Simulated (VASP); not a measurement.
# LuAl3N4: single point with PBE

Crystal: LuAl3N4.

```
Lu Al N
1.0
     3.20412    0.00000    0.00000
    -1.60206    2.77485    0.00000
     0.00000    0.00000   10.50181
Lu Al N
1 3 4
Direct
  0.00000 0.00000 0.90244
  0.33333 0.66667 0.65448
  0.33333 0.66667 0.17802
  0.66667 0.33333 0.41657
  0.33333 0.66667 0.47599
  0.33333 0.66667 0.99996
  0.66667 0.33333 0.23779
  0.66667 0.33333 0.72123
```

```
Program             : VASP 6.6.1
Task                : single point
Functional          : PBE
Potentials or basis : VASP PAW PBE potentials, release 64 (Lu, Al, N_h)
Cutoff              : 1330 eV
k mesh              : 6 × 6 × 2
Occupations         : gaussian, width 0.1 eV
Spin                : no spin polarisation
```

```
Pressure               : 0.2 GPa
Largest force          : 0.133 eV/Å
Band gap on the k mesh : 2.86 eV
```

Forces on the atoms (eV/Å):
```
Lu   0.000  0.000 -0.101
Al   0.000  0.000  0.000
Al   0.000  0.000  0.001
Al   0.000  0.000  0.002
N    0.000  0.000  0.000
N    0.000  0.000  0.133
N    0.000  0.000 -0.001
N    0.000  0.000 -0.032
```

Levels at points of the mesh, in eV from the valence-band top:
| k point | band 23 | band 24 | band 25 | band 26 | band 27 | band 28 | band 29 | band 30 | band 31 | band 32 |
| --- | --- | --- | --- | --- | --- | --- | --- | --- | --- | --- |
| (0.00, 0.00, 0.00) | -0.51 | -0.51 | -0.51 | -0.19 | -0.19 | 3.03 | 4.38 | 5.47 | 6.09 | 6.09 |
| (0.50, 0.00, 0.00) | -1.96 | -1.22 | -1.20 | -1.13 | -0.03 | 3.03 | 4.33 | 4.85 | 6.22 | 6.87 |
| (0.00, 0.00, 0.50) | -1.18 | -0.48 | -0.48 | -0.21 | -0.21 | 3.29 | 4.54 | 5.05 | 6.09 | 6.09 |
| (0.50, 0.00, 0.50) | -1.68 | -1.49 | -1.27 | -0.95 | 0.00 | 2.86 | 4.51 | 4.99 | 5.82 | 6.77 |

It took 4.3 min on 1 thread of Intel(R) Xeon(R) Platinum 8259CL CPU @ 2.50GHz (Skylake/Cascade Lake), with other jobs on the host, peak memory 0.59 GiB.

Caveat: spin-orbit coupling is left out, which moves the levels of the heavy elements. A k mesh can miss the band edges.
